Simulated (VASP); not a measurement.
Write the native input for VASP 6.6.1 that does the following.

```yaml
Task: single point
Functional: PBE
Potentials_or_basis: VASP PAW PBE potentials, release 64 (Na_pv, Cl)
Cutoff: 520 eV
k_mesh: 6 × 6 × 6
Occupations: gaussian, width 0.01 eV
Spin: no spin polarisation
Dipole_correction: no
Further_INCAR_settings: ALGO = Normal; EDIFF = 1e-06; NBANDS = 14
```

The structure of NaCl lies in POSCAR:

```
NaCl
1.0
    0.0000000000      3.0948964395      3.0948964395
    3.0948964395      0.0000000000      3.0948964395
    3.0948964395      3.0948964395      0.0000000000
Na Cl
1 1
Direct
    0.0000000000      0.0000000000      0.0000000000
    0.2500000000      0.2500000000      0.2500000000
```

This cell differs from its parent crystal: volume changed by -3%.

These files were run (other wordings do the same):

INCAR

```
ALGO = Normal ; EDIFF = 1E-6
ENCUT = 520 ; GGA = PE
ISIF = 2 ; ISMEAR = 0
LASPH = T ; LCHARG = T
LELF = T ; LREAL = F
LVHAR = T ; LWAVE = F
NBANDS = 14 ; NELM = 80
PREC = Accurate ; SIGMA = 0.01
```

KPOINTS

```
k-points
0
Gamma
  6 6 6
```

Potentials or basis: VASP PAW PBE potentials, release 64 (Na_pv, Cl).

The run is started by

```bash
$ cat potpaw_PBE.64/Na_pv/POTCAR potpaw_PBE.64/Cl/POTCAR > POTCAR
$ mpirun -np 1 vasp_std > vasp.out
```

Results of the run:

* Pressure: 0.5 GPa
* Band gap on the k mesh: 4.92 eV, direct

Wall time 14 s on 1 thread of AMD EPYC 7R13 Processor (Zen 3), on a shared host, peak memory 0.16 GiB.
